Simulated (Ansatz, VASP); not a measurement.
## AlN: VASP beside Ansatz

The input INCAR:

```
SYSTEM = AlN
ALGO = Normal
EDIFF = 1E-6
ENCUT = 520
GGA = PE
ISIF = 2
ISMEAR = 0
LASPH = .True.
LCHARG = .True.
LELF = .True.
LREAL = .False.
LVHAR = .True.
LWAVE = .False.
NBANDS = 16
NELM = 80
PREC = Accurate
SIGMA = 0.05
```

The input KPOINTS:

```
k-points
0
Gamma
  9 9 6
  0 0 0
```

The input POSCAR:

```
AlN
1.0
    3.1110021516      0.0000000000      0.0000000000
   -1.5555010758      2.6942068945      0.0000000000
    0.0000000000      0.0000000000      4.7291000000
Al N
2 2
Direct
    0.3333333333      0.6666666667      0.0000000000
    0.6666666667      0.3333333333      0.5000000000
    0.3333333333      0.6666666667      0.3850000000
    0.6666666667      0.3333333333      0.8850000000
```

Input for Ansatz:

```yaml
crystal:
  lattice:
    - [3.1110021516, 0.0, 0.0]
    - [-1.5555010758, 2.6942068945, 0.0]
    - [0.0, 0.0, 4.7291]
  atoms:
    - { symbol: Al, position: [0.3333333333, 0.6666666667, 0.0] }
    - { symbol: Al, position: [0.6666666667, 0.3333333333, 0.5] }
    - { symbol: "N", position: [0.3333333333, 0.6666666667, 0.385] }
    - { symbol: "N", position: [0.6666666667, 0.3333333333, 0.885] }
basis:
  ecutwfc: 420
kpoints:
  mp_grid: { grid: [9, 9, 6] }
hamiltonian:
  xc: pbe
scf:
  occupations: { method: gaussian, width: 0.05 }
output:
  forces: true
  stress: true
  eigenvalues: true
```

Change from the starting cell: strain +0.000 along x and y, -0.050 along z, atoms carried along.

Alike in both runs: task single point; functional PBE; k mesh 9 × 9 × 6; occupations gaussian, width 0.05 eV; no spin polarisation.

```csv
,VASP,Ansatz
version,VASP 6.6.1,Ansatz 0.2.0
potentials or method,"VASP PAW PBE potentials, release 64 (Al, N), cutoff 520 eV","scalar-relativistic, plane waves, PAW"
valence electrons in the cell,16,16
```

```csv
,VASP,Ansatz,Ansatz less VASP
gap on the k mesh at the Fermi level (eV),4.46,4.45,-0.012
least direct gap on the mesh (eV),4.46,4.45,-0.012
pressure (GPa),15.5,15.7,+0.23
"traceless stress, the component that is largest in VASP (GPa)",13.81,13.62,-0.182
rms of the force components (eV/Å),0.411,0.408,-0.0024
```

Atom by atom the forces differ by 0.002 eV/Å (rms over components). With one functional, cell and mesh, what is left measures potentials, basis and numerics.
